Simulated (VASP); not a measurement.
# Tl (P6_3/mmc) in VASP: further runs

Tl is run at these levels: PBEsol; tasks: single point.

Program: VASP 6.6.1. These are calculated values, not measurements. Logs are shortened: lines on timing, memory, paths and dates and some standing lists are left out, and cuts for length are marked.

## (1) The cell of the first run

Symmetry: P6_3/mmc, No. 194, hexagonal system. Conventional cell: a = 3.476 Å, b = 3.476 Å, c = 5.488 Å, α = 90.00°, β = 90.00°, γ = 120.00°. Within 4.5 Å of Tl (site symmetry -6m2) lie 12 Tl at 3.40 to 3.48 Å.

## (2) Single point, PBEsol

Input file INCAR:

```
SYSTEM = Tl
PREC = Accurate ; ENCUT = 520
EDIFF = 1E-6 ; ISMEAR = -1
SIGMA = 0.1 ; LREAL = .FALSE.
LASPH = .TRUE. ; NELM = 60
ALGO = Normal ; ISIF = 2
LWAVE = .FALSE. ; LCHARG = .FALSE.
GGA = PS ; NBANDS = 20
```

Input file KPOINTS:

```
regular mesh
0
G
  12 12 6
  0 0 0
```

Input file POSCAR:

```
Tl
1.0
    3.4759623022      0.0000000000      0.0000000000
   -1.7379811511      3.0102716563      0.0000000000
    0.0000000000      0.0000000000      5.4882242543
Tl
2
Direct
    0.3333333333      0.6666666667      0.2500000000
    0.6666666667      0.3333333333      0.7500000000
```

Potentials or basis: VASP PAW PBE potentials, release 64 (Tl_d).

The run is started by

```
$ cat potpaw_PBE.64/Tl_d/POTCAR > POTCAR
$ mpirun -np 1 vasp_std > vasp.out
```

OUTCAR:

```text
SYSTEM = Tl
   PREC = Accurate
   ENCUT = 520
   EDIFF = 1E-6
   ISMEAR = -1
   LREAL = .FALSE.
   LASPH = .TRUE.
   NELM = 60
   ISIF = 2
   GGA = PS

 ion  position               nearest neighbor table
   1  0.333  0.667  0.250-   2 3.40   2 3.40   2 3.40   2 3.40   2 3.40   2 3.40
   2  0.667  0.333  0.750-   1 3.40   1 3.40   1 3.40   1 3.40   1 3.40   1 3.40

  LATTYP: Found a hexagonal cell.
 ALAT       =     3.4759623022
 C/A-ratio  =     1.5789078756

  Lattice vectors:

 A1 = (   3.4759623022,   0.0000000000,   0.0000000000)
 A2 = (  -1.7379811511,   3.0102716563,   0.0000000000)
 A3 = (   0.0000000000,   0.0000000000,   5.4882242543)

Analysis of symmetry for initial positions (statically):
=====================================================================
 Subroutine PRICEL returns:
 Original cell was already a primitive cell.

 Routine SETGRP: Setting up the symmetry group for a
 hexagonal supercell.

 Subroutine GETGRP returns: Found 24 space group operations
 (whereof 12 operations were pure point group operations)
 out of a pool of 24 trial point group operations.

The static configuration has the point symmetry D_3d.
 The point group associated with its full space group is D_6h.

Analysis of symmetry for dynamics (positions and initial velocities):
=====================================================================
 Subroutine PRICEL returns:
 Original cell was already a primitive cell.

 Routine SETGRP: Setting up the symmetry group for a
 hexagonal supercell.

 Subroutine GETGRP returns: Found 24 space group operations
 (whereof 12 operations were pure point group operations)
 out of a pool of 24 trial point group operations.

The dynamic configuration has the point symmetry D_3d.
 The point group associated with its full space group is D_6h.

 Subroutine INISYM returns: Found 24 space group operations
 (whereof 12 operations are pure point group operations),
 and found     1 'primitive' translations

----------------------------------------------------------------------------------------

                                     Primitive cell

  volume of cell :      57.4265

  direct lattice vectors                    reciprocal lattice vectors
     3.475962302  0.000000000  0.000000000     0.287690117  0.166097966  0.000000000
    -1.737981151  3.010271656  0.000000000     0.000000000  0.332195933  0.000000000
     0.000000000  0.000000000  5.488224254     0.000000000  0.000000000  0.182208298

  length of vectors
[... 80 lines left out ...]
   ENCUT  =  520.0 eV  38.22 Ry    6.18 a.u.   6.46  6.46 10.20*2*pi/ulx,y,z
   NELM   =     60;   NELMIN=  2; NELMDL= -5     # of ELM steps
   EDIFF  = 0.1E-05   stopping-criterion for ELM
   LREAL  =      F    real-space projection
   EDIFFG = 0.1E-04   stopping-criterion for IOM
   NSW    =      0    number of steps for IOM
   IBRION =     -1    ionic relax: 0-MD 1-quasi-New 2-CG
   NFREE  =      0    steps in history (QN), initial steepest desc. (CG)
   ISIF   =      2    stress and relaxation
   ISYM   =      2    0-nonsym 1-usesym 2-fastsym
   POTIM  = 0.5000    time-step for ionic-motion
   TEBEG  =    0.0;   TEEND  =   0.0 temperature during run
   PSTRESS=    0.0 pullay stress
   NELECT =      26.0000    total number of electrons
   NUPDOWN=      -1.0000    fix difference up-down
   EMIN   =  10.00;   EMAX   =-10.00  energy-range for DOS
   EFERMI =   0.00;   METHOD = LEGACY
   ISMEAR =    -1;   SIGMA  =   0.10  broadening in eV -4-tet -1-fermi 0-gaus
   EFERMI_NEDOS =   21; number of points for ismear=-14 and -15
   IALGO  =     38    algorithm
   IMIX   =      4    mixing-type and parameters
     AMIX     =   0.40;   BMIX     =  1.00
     AMIX_MAG =   1.60;   BMIX_MAG =  1.00
  volume/ion in A,a.u.               =      28.71       193.77
  Fermi-wavevector in a.u.,A,eV,Ry     =   1.257077  2.375530 21.500493  1.580242
  Thomas-Fermi vector in A             =   2.390753
   LORBIT       =      0    0 simple, 1 ext, 2 COOP (PROOUT), +10 PAW based schemes
   GGA     = PS    functional components
   LHFCALC =     F    Hartree Fock is set to
   AEXX    =    0.0000 exact exchange contribution
   IVDW    =     0    specifies the selected vdW correction
   LEPSILON=     F    determine dielectric tensor
   LRPA    =     F    only Hartree local field effects (RPA)
 non-spin polarized calculation
  energy-cutoff  :      520.00
  volume of cell :       57.43
 maximum number of plane-waves:      1568
 NGX is ok and might be reduce to    28
   NGX = 13   NGY = 13   NGZ = 21

 number of electron      25.9999997 magnetization

 Free energy of the ion-electron system (eV)
  ---------------------------------------------------
  ext. energy  EPLUGINS =         0.00000000
  ---------------------------------------------------
  free energy    TOTEN  =        -5.28135450 eV

  energy without entropy =       -5.25382083  energy(sigma->0) =       -5.26758766

 E-fermi :   6.3116     XC(G=0): -10.3450

 val. band max:        6.3061671060   @ k =   0.2500   0.2500   0.1667
 cond. band min:       6.3670343705   @ k =   0.2500   0.1667   0.0000
 fundamental gap:      0.0608672645
 Fermi energy:         6.3116475955

 k-point     1 :       0.0000    0.0000    0.0000
  band No.  band energies     occupation
      1      -5.3929      2.00000
      2      -5.1475      2.00000
      3      -5.1437      2.00000
      4      -5.1437      2.00000
      5      -5.0880      2.00000
      6      -5.0880      2.00000
[... 541 lines left out ...]
     19      14.8652      0.00000
     20      16.1237      0.00000

 [... further k-points ...]

------------------------ aborting loop because EDIFF is reached ----------------------------------------

  FORCE on cell =-STRESS in cart. coord.  units (eV):
  Direction    XX          YY          ZZ          XY          YZ          ZX
  --------------------------------------------------------------------------------------
  -------------------------------------------------------------------------------------
  Total       -0.0392129     -0.0392129     -0.0433204      0.0000000      0.0000000      0.0000000
  in kB       -1.0940230     -1.0940230     -1.2086228      0.0000000      0.0000000      0.0000000
  external PRESSURE =      -1.1322229 kB  Pullay stress =       0.0000000 kB

 VOLUME and BASIS-vectors are now :
 -----------------------------------------------------------------------------
  energy-cutoff  :      520.00
  volume of cell :       57.43
      direct lattice vectors                 reciprocal lattice vectors
     3.475962302  0.000000000  0.000000000     0.287690117  0.166097966  0.000000000
    -1.737981151  3.010271656  0.000000000     0.000000000  0.332195933  0.000000000
     0.000000000  0.000000000  5.488224254     0.000000000  0.000000000  0.182208298

 POSITION                                       TOTAL-FORCE (eV/Angst)
 -----------------------------------------------------------------------------------
     -0.00000      2.00685      1.37206         0.000000     -0.000000      0.000000
      1.73798      1.00342      4.11617        -0.000000      0.000000      0.000000
 -----------------------------------------------------------------------------------
    total drift:                               -0.000000      0.000000     -0.000000

  FREE ENERGIE OF THE ION-ELECTRON SYSTEM (eV)
  ---------------------------------------------------
  free  energy   TOTEN  =        -5.2813544986 eV

  energy  without entropy=       -5.2538208259  energy(sigma->0) =       -5.26758766
```

OSZICAR:

```text
N       E                     dE             d eps       ncg     rms          rms(c)
DAV:   1     0.132124995767E+03    0.13212E+03   -0.14126E+04  3048   0.123E+03
DAV:   2    -0.268475131047E+01   -0.13481E+03   -0.13194E+03  3288   0.278E+02
DAV:   3    -0.533944120939E+01   -0.26547E+01   -0.26404E+01  3496   0.340E+01
DAV:   4    -0.535556986350E+01   -0.16129E-01   -0.16128E-01  3232   0.287E+00
DAV:   5    -0.535578655695E+01   -0.21669E-03   -0.21669E-03  3372   0.332E-01    0.298E+00
DAV:   6    -0.529302390001E+01    0.62763E-01   -0.10787E-01  3208   0.255E+00    0.210E+00
DAV:   7    -0.528217638622E+01    0.10848E-01   -0.39460E-02  3276   0.153E+00    0.837E-01
DAV:   8    -0.528135061139E+01    0.82577E-03   -0.23911E-03  3232   0.374E-01    0.478E-02
DAV:   9    -0.528135235670E+01   -0.17453E-05   -0.15905E-05  3368   0.341E-02    0.136E-02
DAV:  10    -0.528135443246E+01   -0.20758E-05   -0.23465E-06  2648   0.136E-02    0.127E-03
DAV:  11    -0.528135449856E+01   -0.66099E-07   -0.28951E-07  1636   0.422E-03
   1 F= -.52813545E+01 E0= -.52675877E+01  d E =-.275337E-01
```

stdout:

```text
POSCAR found type information on POSCAR Tl
 POSCAR found :  1 types and       2 ions
 scaLAPACK will be used
 -----------------------------------------------------------------------------
|                                                                             |
|                                                                             |
|     You enforced a specific xc type in the INCAR file but a different       |
|     I HOPE YOU KNOW WHAT YOU ARE DOING!                                     |
|                                                                             |
 -----------------------------------------------------------------------------

 LDA part: xc-table for (Slater+PW92), standard interpolation
 POSCAR, INCAR and KPOINTS ok, starting setup
 FFT: planning ... GRIDC
 FFT: planning ... GRID_SOFT
 FFT: planning ... GRID
 WAVECAR not read
 entering main loop
```

It took 46 s on 1 thread of Intel Xeon Platinum 8488C (Sapphire Rapids), shared host; peak memory 0.21 GiB.

Results:

```yaml
Free_energy: -5.2814 eV
Pressure: -0.1 GPa
Band_gap_on_the_k_mesh: zero (bands 13 and 14 overlap by 5.91 eV)
```

Levels at points of the mesh, in eV from the Fermi level:
```
           k point  band 11  band 12  band 13  band 14  band 15  band 16
(0.00, 0.00, 0.00)   -10.01    -4.97    -2.78     7.82     7.82     9.93
(0.50, 0.00, 0.00)    -5.81    -4.71    -0.63     0.61     1.37     3.78
(0.00, 0.00, 0.50)    -8.55    -8.55     3.53     3.53     8.82     8.82
(0.50, 0.00, 0.50)    -4.73    -4.73    -2.26    -2.26     5.49     5.49
```

Caveat: the PAW data sets were made with another functional, which shifts forces and pressure a little; spin-orbit coupling is left out, which moves the levels of the heavy elements.

## (3) Single point, PBEsol

Input file INCAR:

```
  PREC = Accurate
  ENCUT = 520
  EDIFF = 1E-6
  ISMEAR = -1
  SIGMA = 0.1
  LREAL = False
  LASPH = True
  NELM = 100
  ALGO = Normal
  ISIF = 2
  LWAVE = False
  LCHARG = False
  GGA = PS
  NBANDS = 20
```

Input file KPOINTS:

```
Automatic mesh
0
Gamma
  12 12 6
```

POSCAR is that of step 2.

Potentials or basis: VASP PAW PBE potentials, release 64 (Tl_d).

The run is started by

```
$ cat potpaw_PBE.64/Tl_d/POTCAR > POTCAR
$ mpirun -np 1 vasp_std > vasp.out
```

OUTCAR:

```text
PREC = Accurate
   ENCUT = 520
   EDIFF = 1E-6
   ISMEAR = -1
   LREAL = False
   LASPH = True
   NELM = 100
   ISIF = 2
   GGA = PS

 ion  position               nearest neighbor table
   1  0.333  0.667  0.250-   2 3.40   2 3.40   2 3.40   2 3.40   2 3.40   2 3.40
   2  0.667  0.333  0.750-   1 3.40   1 3.40   1 3.40   1 3.40   1 3.40   1 3.40

  LATTYP: Found a hexagonal cell.
 ALAT       =     3.4759623022
 C/A-ratio  =     1.5789078756

  Lattice vectors:

 A1 = (   3.4759623022,   0.0000000000,   0.0000000000)
 A2 = (  -1.7379811511,   3.0102716563,   0.0000000000)
 A3 = (   0.0000000000,   0.0000000000,   5.4882242543)

Analysis of symmetry for initial positions (statically):
=====================================================================
 Subroutine PRICEL returns:
 Original cell was already a primitive cell.

 Routine SETGRP: Setting up the symmetry group for a
 hexagonal supercell.

 Subroutine GETGRP returns: Found 24 space group operations
 (whereof 12 operations were pure point group operations)
 out of a pool of 24 trial point group operations.

The static configuration has the point symmetry D_3d.
 The point group associated with its full space group is D_6h.

Analysis of symmetry for dynamics (positions and initial velocities):
=====================================================================
 Subroutine PRICEL returns:
 Original cell was already a primitive cell.

 Routine SETGRP: Setting up the symmetry group for a
 hexagonal supercell.

 Subroutine GETGRP returns: Found 24 space group operations
 (whereof 12 operations were pure point group operations)
 out of a pool of 24 trial point group operations.

The dynamic configuration has the point symmetry D_3d.
 The point group associated with its full space group is D_6h.

 Subroutine INISYM returns: Found 24 space group operations
 (whereof 12 operations are pure point group operations),
[... 109 lines left out ...]
   EMIN   =  10.00;   EMAX   =-10.00  energy-range for DOS
   EFERMI =   0.00;   METHOD = LEGACY
   ISMEAR =    -1;   SIGMA  =   0.10  broadening in eV -4-tet -1-fermi 0-gaus
   EFERMI_NEDOS =   21; number of points for ismear=-14 and -15
   IALGO  =     38    algorithm
   IMIX   =      4    mixing-type and parameters
     AMIX     =   0.40;   BMIX     =  1.00
     AMIX_MAG =   1.60;   BMIX_MAG =  1.00
  volume/ion in A,a.u.               =      28.71       193.77
  Fermi-wavevector in a.u.,A,eV,Ry     =   1.257077  2.375530 21.500493  1.580242
  Thomas-Fermi vector in A             =   2.390753
   LORBIT       =      0    0 simple, 1 ext, 2 COOP (PROOUT), +10 PAW based schemes
   GGA     = PS    functional components
   LHFCALC =     F    Hartree Fock is set to
   AEXX    =    0.0000 exact exchange contribution
   IVDW    =     0    specifies the selected vdW correction
   LEPSILON=     F    determine dielectric tensor
   LRPA    =     F    only Hartree local field effects (RPA)
 non-spin polarized calculation
  energy-cutoff  :      520.00
  volume of cell :       57.43
 maximum number of plane-waves:      1568
 NGX is ok and might be reduce to    28
   NGX = 13   NGY = 13   NGZ = 21

 number of electron      25.9999997 magnetization

 Free energy of the ion-electron system (eV)
  ---------------------------------------------------
  ext. energy  EPLUGINS =         0.00000000
  ---------------------------------------------------
  free energy    TOTEN  =        -5.28135450 eV

  energy without entropy =       -5.25382083  energy(sigma->0) =       -5.26758766

 E-fermi :   6.3116     XC(G=0): -10.3450

 val. band max:        6.3061671060   @ k =   0.2500   0.2500   0.1667
 cond. band min:       6.3670343705   @ k =   0.2500   0.1667   0.0000
 fundamental gap:      0.0608672645
 Fermi energy:         6.3116475955

 k-point     1 :       0.0000    0.0000    0.0000
  band No.  band energies     occupation
      1      -5.3929      2.00000
      2      -5.1475      2.00000
      3      -5.1437      2.00000
      4      -5.1437      2.00000
      5      -5.0880      2.00000
      6      -5.0880      2.00000
[... 541 lines left out ...]
     19      14.8652      0.00000
     20      16.1237      0.00000

 [... further k-points ...]

------------------------ aborting loop because EDIFF is reached ----------------------------------------

  FORCE on cell =-STRESS in cart. coord.  units (eV):
  Direction    XX          YY          ZZ          XY          YZ          ZX
  --------------------------------------------------------------------------------------
  -------------------------------------------------------------------------------------
  Total       -0.0392129     -0.0392129     -0.0433204      0.0000000      0.0000000      0.0000000
  in kB       -1.0940230     -1.0940230     -1.2086228      0.0000000      0.0000000      0.0000000
  external PRESSURE =      -1.1322229 kB  Pullay stress =       0.0000000 kB

 VOLUME and BASIS-vectors are now :
 -----------------------------------------------------------------------------
  energy-cutoff  :      520.00
  volume of cell :       57.43
      direct lattice vectors                 reciprocal lattice vectors
     3.475962302  0.000000000  0.000000000     0.287690117  0.166097966  0.000000000
    -1.737981151  3.010271656  0.000000000     0.000000000  0.332195933  0.000000000
     0.000000000  0.000000000  5.488224254     0.000000000  0.000000000  0.182208298

 POSITION                                       TOTAL-FORCE (eV/Angst)
 -----------------------------------------------------------------------------------
     -0.00000      2.00685      1.37206         0.000000     -0.000000      0.000000
      1.73798      1.00342      4.11617        -0.000000      0.000000      0.000000
 -----------------------------------------------------------------------------------
    total drift:                               -0.000000      0.000000     -0.000000

  FREE ENERGIE OF THE ION-ELECTRON SYSTEM (eV)
  ---------------------------------------------------
  free  energy   TOTEN  =        -5.2813544986 eV

  energy  without entropy=       -5.2538208259  energy(sigma->0) =       -5.26758766
```

OSZICAR:

```text
N       E                     dE             d eps       ncg     rms          rms(c)
DAV:   1     0.132124995767E+03    0.13212E+03   -0.14126E+04  3048   0.123E+03
DAV:   2    -0.268475131047E+01   -0.13481E+03   -0.13194E+03  3288   0.278E+02
DAV:   3    -0.533944120939E+01   -0.26547E+01   -0.26404E+01  3496   0.340E+01
DAV:   4    -0.535556986350E+01   -0.16129E-01   -0.16128E-01  3232   0.287E+00
DAV:   5    -0.535578655695E+01   -0.21669E-03   -0.21669E-03  3372   0.332E-01    0.298E+00
DAV:   6    -0.529302390001E+01    0.62763E-01   -0.10787E-01  3208   0.255E+00    0.210E+00
DAV:   7    -0.528217638622E+01    0.10848E-01   -0.39460E-02  3276   0.153E+00    0.837E-01
DAV:   8    -0.528135061139E+01    0.82577E-03   -0.23911E-03  3232   0.374E-01    0.478E-02
DAV:   9    -0.528135235670E+01   -0.17453E-05   -0.15905E-05  3368   0.341E-02    0.136E-02
DAV:  10    -0.528135443246E+01   -0.20758E-05   -0.23465E-06  2648   0.136E-02    0.127E-03
DAV:  11    -0.528135449856E+01   -0.66099E-07   -0.28951E-07  1636   0.422E-03
   1 F= -.52813545E+01 E0= -.52675877E+01  d E =-.275337E-01
```

stdout:

```text
POSCAR found type information on POSCAR Tl
 POSCAR found :  1 types and       2 ions
 scaLAPACK will be used
 -----------------------------------------------------------------------------
|                                                                             |
|                                                                             |
|     You enforced a specific xc type in the INCAR file but a different       |
|     I HOPE YOU KNOW WHAT YOU ARE DOING!                                     |
|                                                                             |
 -----------------------------------------------------------------------------

 LDA part: xc-table for (Slater+PW92), standard interpolation
 POSCAR, INCAR and KPOINTS ok, starting setup
 FFT: planning ... GRIDC
 FFT: planning ... GRID_SOFT
 FFT: planning ... GRID
 WAVECAR not read
 entering main loop
```

It took 42 s on 1 thread of Intel Xeon Platinum 8488C (Sapphire Rapids), shared host; peak memory 0.21 GiB.

Results:

```yaml
Free_energy: -5.2814 eV
Pressure: -0.1 GPa
Band_gap_on_the_k_mesh: zero (bands 13 and 14 overlap by 5.91 eV)
```

Caveat: the PAW data sets were made with another functional, which shifts forces and pressure a little; spin-orbit coupling is left out, which moves the levels of the heavy elements.
